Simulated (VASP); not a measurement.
# BaTe: single point with PBE

BaTe:

```
CELL_PARAMETERS angstrom
0.00000 3.47688 3.47688
3.47688 0.00000 3.47688
3.47688 3.47688 0.00000
ATOMIC_POSITIONS crystal
Ba 0.00000 0.00000 0.00000
Te 0.50000 0.50000 0.50000
```

This cell differs from its parent crystal: volume scaled by 1.06.

```yaml
Program: VASP 6.6.1
Task: single point
Functional: PBE
Potentials_or_basis: VASP PAW PBE potentials, release 64 (Ba_sv, Te)
Cutoff: 520 eV
k_mesh: 7 × 7 × 7
Occupations: fermi-dirac, width 0.05 eV
Spin: no spin polarisation
```

```yaml
Pressure: 1.9 GPa
Band_gap_on_the_k_mesh: 1.52 eV, indirect (least direct gap 1.91 eV)
```

Levels at points of the mesh, in eV from the valence-band top:
| k point | band 6 | band 7 | band 8 | band 9 | band 10 | band 11 |
| --- | --- | --- | --- | --- | --- | --- |
| (0.00, 0.00, 0.00) | 0.00 | 0.00 | 0.00 | 2.91 | 2.91 | 2.91 |

It used 73 s of CPU time on 1 thread of AMD EPYC 7R13 Processor (Zen 3) (shared host).

Caveat: spin-orbit coupling is left out, which moves the levels of the heavy elements. A k mesh can miss the band edges.
